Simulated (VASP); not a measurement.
Set up this calculation in VASP 6.6.1, as the native input.

* Task: single point
* Functional: PBE
* Potentials or basis: VASP PAW PBE potentials, release 64 (In_d)
* Cutoff: 520 eV
* k mesh: 12 × 12 × 12
* Occupations: fermi-dirac, width 0.136057 eV
* Spin: no spin polarisation
* Dipole correction: no
* Further INCAR settings: ALGO = Normal; EDIFF = 1e-06; NBANDS = 12

The structure of In lies in POSCAR:

```
In
1.0
   -1.9159325061      1.9159325061      1.9159325061
    1.9159325061     -1.9159325061      1.9159325061
    1.9159325061      1.9159325061     -1.9159325061
In
1
Direct
    0.0000000000      0.0000000000      0.0000000000
```

These files were run (other wordings do the same):

INCAR

```
PREC = Accurate
ENCUT = 520
EDIFF = 1E-6
ISMEAR = -1
SIGMA = 0.13605693000000002
LREAL = False
LASPH = True
NELM = 100
ALGO = Normal
ISIF = 2
LWAVE = False
LCHARG = False
GGA = PE
NBANDS = 12
```

KPOINTS

```
Automatic mesh
0
Gamma
  12 12 12
```

Potentials or basis: VASP PAW PBE potentials, release 64 (In_d).

Launch:

```sh
$ cat potpaw_PBE.64/In_d/POTCAR > POTCAR
$ mpirun -np 1 vasp_std > vasp.out
```

Results of the run:

```
Pressure : -0.4 GPa
```

It took 12 s on 1 thread of Intel(R) Xeon(R) Platinum 8559C (Emerald Rapids), on a shared host, peak memory 0.16 GiB.
